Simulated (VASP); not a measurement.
# SiS2 (Ibam) in VASP: notebook

Runs on SiS2. Level: r2SCAN. Tasks: electric field gradients.

Everything below comes from runs of VASP 6.6.1. Logs are shortened: lines on timing, memory, paths and dates and some standing lists are left out, and cuts for length are marked.

### 1 The cell of the first run

It takes space group Ibam (No. 72, orthorhombic). The conventional cell has a = 5.564 Å, b = 9.545 Å, c = 5.552 Å, α = 90.00°, β = 90.00°, γ = 90.00°. Si (site symmetry 222) has 4 S at 2.14 Å and 2 Si at 2.78 Å within 2.8 Å. Within 2.8 Å of S (site symmetry m) lie 2 Si at 2.14 Å.

### 2 Electric field gradients, r2SCAN

POSCAR

```
SiS2
1.0
   -2.7820000000      4.7725000000      2.7760000000
    2.7820000000     -4.7725000000      2.7760000000
    2.7820000000      4.7725000000     -2.7760000000
Si S
2 4
Direct
    0.7500000000      0.7500000000      0.0000000000
    0.2500000000      0.2500000000      0.0000000000
    0.1188338255      0.2110927804      0.3299266060
    0.8811661745      0.7889072196      0.6700733940
    0.6188338255      0.2889072196      0.9077410451
    0.3811661745      0.7110927804      0.0922589549
```

INCAR.step1

```
PREC     = Accurate       # precision mode
ENCUT    = 440            # plane-wave cutoff, eV
ISMEAR   = -1             # smearing method
SIGMA    = 0.01           # smearing width, eV
LREAL    = False          # projectors in reciprocal space
LASPH    = True           # aspherical terms in the spheres
NELM     = 120            # most SCF steps
NBANDS   = 25             # bands
GGA      = PE             # functional
ALGO     = Normal         # electronic algorithm
EDIFF    = 1E-5           # SCF threshold, eV
LWAVE    = True           # write WAVECAR
LCHARG   = False          # write CHGCAR
GGA_COMPAT= False
```

INCAR.step2

```
PREC     = Accurate       # precision mode
ENCUT    = 440            # plane-wave cutoff, eV
EDIFF    = 1E-8           # SCF threshold, eV
ISMEAR   = -1             # smearing method
SIGMA    = 0.01           # smearing width, eV
LREAL    = False          # projectors in reciprocal space
LASPH    = True           # aspherical terms in the spheres
NELM     = 120            # most SCF steps
ALGO     = Normal         # electronic algorithm
ISIF     = 2              # what is computed and relaxed
LWAVE    = False          # write WAVECAR
LCHARG   = False          # write CHGCAR
METAGGA  = R2SCAN         # meta-GGA
LMIXTAU  = True         
LEFG     = True         
NBANDS   = 25             # bands
ISTART   = 1            
GGA_COMPAT= False
```

KPOINTS

```
regular mesh
0
Gamma
  8 8 8
```

Potentials or basis: VASP PAW PBE potentials, release 64 (Si, S).

Run with:

```bash
$ cat potpaw_PBE.64/Si/POTCAR potpaw_PBE.64/S/POTCAR > POTCAR
$ cp INCAR.step1 INCAR
$ mpirun -np 1 vasp_std > vasp.out
$ cp INCAR.step2 INCAR
$ mpirun -np 1 vasp_std > vasp.out
```

OUTCAR:

```text
PREC = Accurate
   ENCUT = 440
   EDIFF = 1E-8
   ISMEAR = -1
   LREAL = False
   LASPH = True
   NELM = 120
   ISIF = 2
   METAGGA = R2SCAN
   ISTART = 1

 ion  position               nearest neighbor table
   1  0.750  0.750  0.000-   6 2.14   5 2.14   3 2.14   4 2.14   2 2.78   2 2.78
   2  0.250  0.250  0.000-   5 2.14   6 2.14   4 2.14   3 2.14   1 2.78   1 2.78
   3  0.119  0.211  0.330-   1 2.14   2 2.14
   4  0.881  0.789  0.670-   2 2.14   1 2.14
   5  0.619  0.289  0.908-   2 2.14   1 2.14
   6  0.381  0.711  0.092-   1 2.14   2 2.14

  LATTYP: Found a body centered orthorhombic cell.
 ALAT       =     5.5520000000
 B/A-ratio  =     1.0021613833
 C/A-ratio  =     1.7192002882

  Lattice vectors:

 A1 = (   2.7820000000,   4.7725000000,  -2.7760000000)
 A2 = (  -2.7820000000,   4.7725000000,   2.7760000000)
 A3 = (   2.7820000000,  -4.7725000000,   2.7760000000)

Analysis of symmetry for initial positions (statically):
=====================================================================
 Subroutine PRICEL returns:
 Original cell was already a primitive cell.

 Routine SETGRP: Setting up the symmetry group for a
 body centered orthorhombic supercell.

 Subroutine GETGRP returns: Found  8 space group operations
 (whereof  4 operations were pure point group operations)
 out of a pool of  8 trial point group operations.

The static configuration has the point symmetry C_2h.
 The point group associated with its full space group is D_2h.

Analysis of symmetry for dynamics (positions and initial velocities):
=====================================================================
 Subroutine PRICEL returns:
 Original cell was already a primitive cell.

 Routine SETGRP: Setting up the symmetry group for a
 body centered orthorhombic supercell.

 Subroutine GETGRP returns: Found  8 space group operations
 (whereof  4 operations were pure point group operations)
 out of a pool of  8 trial point group operations.

The dynamic configuration has the point symmetry C_2h.
 The point group associated with its full space group is D_2h.

 Subroutine INISYM returns: Found  8 space group operations
 (whereof  4 operations are pure point group operations),
 and found     1 'primitive' translations

----------------------------------------------------------------------------------------

                                     Primitive cell

  volume of cell :     147.4289

  direct lattice vectors                    reciprocal lattice vectors
    -2.782000000  4.772500000  2.776000000     0.000000000  0.104766894  0.180115274
     2.782000000 -4.772500000  2.776000000     0.179726815  0.000000000  0.180115274
     2.782000000  4.772500000 -2.776000000     0.179726815  0.104766894  0.000000000

  length of vectors
     6.182431257  6.182431257  6.182431257     0.208368937  0.254446930  0.208033243

  position of ions in fractional coordinates (direct lattice)
     0.750000000  0.750000000  0.000000000
     0.250000000  0.250000000  0.000000000
     0.118833825  0.211092780  0.329926606
     0.881166175  0.788907220  0.670073394
     0.618833825  0.288907220  0.907741045
     0.381166175  0.711092780  0.092258955

  ion indices of the primitive-cell ions
   primitive index   ion index
                 1           1
                 2           2
                 3           3
                 4           4
                 5           5
                 6           6

----------------------------------------------------------------------------------------

 KPOINTS: regular mesh

Automatic generation of k-mesh.
 Grid dimensions read from file:
 generate k-points for:    8    8    8

[... 55 lines left out ...]
   ISTART =      1    job   : 0-new  1-cont  2-samecut
   ICHARG =      0    charge: 1-file 2-atom 10-const
   ISPIN  =      1    spin polarized calculation?
   LNONCOLLINEAR =      F non collinear calculations
   LSORBIT =      F    spin-orbit coupling
   LASPH  =      T    aspherical Exc in radial PAW
   ENCUT  =  440.0 eV  32.34 Ry    5.69 a.u.  10.57 10.57 10.57*2*pi/ulx,y,z
   NELM   =    120;   NELMIN=  2; NELMDL=  0     # of ELM steps
   EDIFF  = 0.1E-07   stopping-criterion for ELM
   LREAL  =      F    real-space projection
   EDIFFG = 0.1E-06   stopping-criterion for IOM
   NSW    =      0    number of steps for IOM
   IBRION =     -1    ionic relax: 0-MD 1-quasi-New 2-CG
   NFREE  =      0    steps in history (QN), initial steepest desc. (CG)
   ISIF   =      2    stress and relaxation
   ISYM   =      2    0-nonsym 1-usesym 2-fastsym
   POTIM  = 0.5000    time-step for ionic-motion
   TEBEG  =    0.0;   TEEND  =   0.0 temperature during run
   PSTRESS=    0.0 pullay stress
   NELECT =      32.0000    total number of electrons
   NUPDOWN=      -1.0000    fix difference up-down
   EMIN   =  10.00;   EMAX   =-10.00  energy-range for DOS
   EFERMI =   0.00;   METHOD = LEGACY
   ISMEAR =    -1;   SIGMA  =   0.01  broadening in eV -4-tet -1-fermi 0-gaus
   EFERMI_NEDOS =   21; number of points for ismear=-14 and -15
   IALGO  =     38    algorithm
   IMIX   =      4    mixing-type and parameters
     AMIX     =   0.40;   BMIX     =  1.00
     AMIX_MAG =   1.60;   BMIX_MAG =  1.00
  volume/ion in A,a.u.               =      24.57       165.82
  Fermi-wavevector in a.u.,A,eV,Ry     =   0.983854  1.859214 13.170013  0.967969
  Thomas-Fermi vector in A             =   2.115043
   LORBIT       =      0    0 simple, 1 ext, 2 COOP (PROOUT), +10 PAW based schemes
   METAGGA = R2SCAN    functional components
   LHFCALC =     F    Hartree Fock is set to
   AEXX    =    0.0000 exact exchange contribution
   IVDW    =     0    specifies the selected vdW correction
   LEPSILON=     F    determine dielectric tensor
   LRPA    =     F    only Hartree local field effects (RPA)
 non-spin polarized calculation
  energy-cutoff  :      440.00
  volume of cell :      147.43
 maximum number of plane-waves:      3121
   NGX = 21   NGY = 21   NGZ = 21

 number of electron      31.9999998 magnetization

 Free energy of the ion-electron system (eV)
  ---------------------------------------------------
  ext. energy  EPLUGINS =         0.00000000
  ---------------------------------------------------
  free energy    TOTEN  =       -54.14323465 eV

  energy without entropy =      -54.14323465  energy(sigma->0) =      -54.14323465

 E-fermi :   2.1605     XC(G=0):  -8.7265

 val. band max:        1.9132373898   @ k =  -0.2500   0.2500   0.2500
 cond. band min:       5.0548215124   @ k =   0.5000   0.5000   0.5000
 fundamental gap:      3.1415841226
 Fermi energy:         2.1605258671

 k-point     1 :       0.0000    0.0000    0.0000
  band No.  band energies     occupation
      1     -13.3202      2.00000
      2     -11.1459      2.00000
      3     -10.5726      2.00000
      4     -10.4038      2.00000
      5      -5.8147      2.00000
      6      -4.2453      2.00000
[... 661 lines left out ...]
     24       8.8673      0.00000
     25      10.3865      0.00000

 [... further k-points ...]

------------------------ aborting loop because EDIFF is reached ----------------------------------------

  FORCE on cell =-STRESS in cart. coord.  units (eV):
  Direction    XX          YY          ZZ          XY          YZ          ZX
  --------------------------------------------------------------------------------------
  -------------------------------------------------------------------------------------
  Total       -0.4601443     -0.3660749     -1.0172095      0.0000000      0.0000000      0.0000000
  in kB       -5.0006005     -3.9783049    -11.0544845      0.0000000      0.0000000      0.0000000
  external PRESSURE =      -6.6777966 kB  Pullay stress =       0.0000000 kB

 VOLUME and BASIS-vectors are now :
 -----------------------------------------------------------------------------
  energy-cutoff  :      440.00
  volume of cell :      147.43
      direct lattice vectors                 reciprocal lattice vectors
    -2.782000000  4.772500000  2.776000000     0.000000000  0.104766894  0.180115274
     2.782000000 -4.772500000  2.776000000     0.179726815  0.000000000  0.180115274
     2.782000000  4.772500000 -2.776000000     0.179726815  0.104766894  0.000000000

 POSITION                                       TOTAL-FORCE (eV/Angst)
 -----------------------------------------------------------------------------------
      0.00000      0.00000      4.16400        -0.000000      0.000000     -0.000000
      0.00000      0.00000      1.38800         0.000000      0.000000     -0.000000
      1.17452      1.13427     -0.00000        -0.239965     -0.228913      0.000000
      1.60748      3.63823      2.77600         0.239965      0.228913      0.000000
      1.60748      5.90677     -0.00000         0.239965     -0.228913     -0.000000
      1.17452     -1.13427      2.77600        -0.239965      0.228913     -0.000000
 -----------------------------------------------------------------------------------
    total drift:                               -0.000000     -0.000000     -0.000000

  FREE ENERGIE OF THE ION-ELECTRON SYSTEM (eV)
  ---------------------------------------------------
  free  energy   TOTEN  =       -54.1432346520 eV

  energy  without entropy=      -54.1432346520  energy(sigma->0) =      -54.14323465

 Electric field gradients (V/A^2)
---------------------------------------------------------------------
 ion       V_xx      V_yy      V_zz      V_xy      V_xz      V_yz
---------------------------------------------------------------------
   1       1.705     4.434    -6.140    -0.000    -0.000    -0.000
   2       1.705     4.434    -6.140    -0.000    -0.000    -0.000
   3     -47.472   -54.534   102.006    74.977    -0.000    -0.000
   4     -47.472   -54.534   102.006    74.977    -0.000    -0.000
   5     -47.472   -54.534   102.006   -74.977    -0.000    -0.000
   6     -47.472   -54.534   102.006   -74.977    -0.000    -0.000
---------------------------------------------------------------------

 Electric field gradients after diagonalization (V/A^2)
 (convention: |V_zz| > |V_xx| > |V_yy|)
----------------------------------------------------------------------
 ion       V_xx      V_yy      V_zz     asymmetry (V_yy - V_xx)/ V_zz
----------------------------------------------------------------------
   1       4.434     1.705    -6.140       0.445
   2       4.434     1.705    -6.140       0.445
   3     102.006    24.057  -126.063       0.618
   4     102.006    24.057  -126.063       0.618
   5     102.006    24.057  -126.063       0.618
   6     102.006    24.057  -126.063       0.618
----------------------------------------------------------------------

           NMR quadrupolar parameters

 Cq : quadrupolar parameter    Cq=e*Q*V_zz/h
 eta: asymmetry parameters     (V_yy - V_xx)/ V_zz
 Q  : nuclear electric quadrupole moment in mb (millibarn)
----------------------------------------------------------------------
 ion       Cq(MHz)       eta       Q (mb)
----------------------------------------------------------------------
   1      -0.015       0.445       1.000
   2      -0.015       0.445       1.000
   3      -0.305       0.618       1.000
   4      -0.305       0.618       1.000
   5      -0.305       0.618       1.000
   6      -0.305       0.618       1.000
----------------------------------------------------------------------
```

It took 27 min on 1 thread of Oxide Virtual Turin-like, shared host; peak memory 0.38 GiB.

What came out:

| Property | Result |
| --- | --- |
| Free energy | -54.1432 eV |
| Pressure | -0.7 GPa |
| Largest force | 0.332 eV/Å |
| Band gap on the k mesh | 3.14 eV (least direct gap 3.41 eV) |
| Largest electric field gradient by atom | Si -6.1; S -126.1 V/Å² |

Forces in eV/Å, atoms in the order of the input:
```
Si   0.000  0.000  0.000
Si   0.000  0.000  0.000
S   -0.240 -0.229  0.000
S    0.240  0.229  0.000
S    0.240 -0.229  0.000
S   -0.240  0.229  0.000
```

Stress tensor (GPa, compression positive):
```
-0.50  0.00  0.00
 0.00 -0.40  0.00
 0.00  0.00 -1.11
```

Electric field gradients, principal values (V/Å²):
| atom | least | middle | greatest (by size) |
| --- | --- | --- | --- |
| 1 Si | 1.705 | 4.434 | -6.140 |
| 2 Si | 1.705 | 4.434 | -6.140 |
| 3 S | 24.057 | 102.006 | -126.063 |
| 4 S | 24.057 | 102.006 | -126.063 |
| 5 S | 24.057 | 102.006 | -126.063 |
| 6 S | 24.057 | 102.006 | -126.063 |

Caveat: without QUAD_EFG the Cq values of the log hold for a quadrupole moment of 1 mb, not for the nuclei; the PAW data sets were made with another functional, which shifts forces and pressure a little. A k mesh can miss the band edges.

(Continued in part 2 of 2.)
